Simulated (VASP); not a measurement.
A run of VASP 6.6.1:

The input POSCAR:

```
Li5NbO5
1.0
    4.8994548088     -2.0167829030      0.0044717025
    4.8994548088      2.0167829030      0.0044717025
   -1.8880593220      0.0000000000      5.5367910150
Li Nb O
5 1 5
Direct
    0.7146227414      0.7146227414      0.3448351263
    0.6918302544      0.6918302544      0.8639094238
    0.0000000000      0.0000000000      0.5000000000
    0.3081697456      0.3081697456      0.1360905762
    0.2853772586      0.2853772586      0.6551648737
    0.0000000000      0.0000000000      0.0000000000
    0.8552235499      0.8552235499      0.1729823888
    0.8432788524      0.8432788524      0.6847552572
    0.5000000000      0.5000000000      0.0000000000
    0.1567211476      0.1567211476      0.3152447428
    0.1447764501      0.1447764501      0.8270176112
```

Contents of INCAR.step1:

```
PREC = Accurate ; ENCUT = 520
ISMEAR = 0 ; SIGMA = 0.02
LREAL = F ; LASPH = T
NELM = 60 ; NBANDS = 40
GGA = PE ; ALGO = Normal
EDIFF = 1E-4 ; LWAVE = T
LCHARG = F
```

The input INCAR.step2:

```
PREC = Accurate ; ENCUT = 520
EDIFF = 1E-6 ; ISMEAR = 0
SIGMA = 0.02 ; LREAL = F
LASPH = T ; NELM = 60
ALGO = Normal ; ISIF = 2
LWAVE = F ; LCHARG = F
METAGGA = R2SCAN ; LMIXTAU = T
NBANDS = 40 ; ISTART = 1
```

KPOINTS

```
regular mesh
0
Gamma
  6 6 4
```

Potentials or basis: VASP PAW PBE potentials, release 64 (Li_sv, Nb_sv, O).

Launch:

```console
$ cat potpaw_PBE.64/Li_sv/POTCAR potpaw_PBE.64/Nb_sv/POTCAR potpaw_PBE.64/O/POTCAR > POTCAR
$ cp INCAR.step1 INCAR
$ mpirun -np 1 vasp_std > vasp.out
$ cp INCAR.step2 INCAR
$ mpirun -np 1 vasp_std > vasp.out
```

Hardware: 1 thread of Oxide Virtual Turin-like Processor, on a shared host.

Task: How long does it take, and how much memory?

Result: Run time: 36 min on 1 thread of Oxide Virtual Turin-like Processor, on a shared host, peak memory 0.37 GiB. Counts: k points 47.
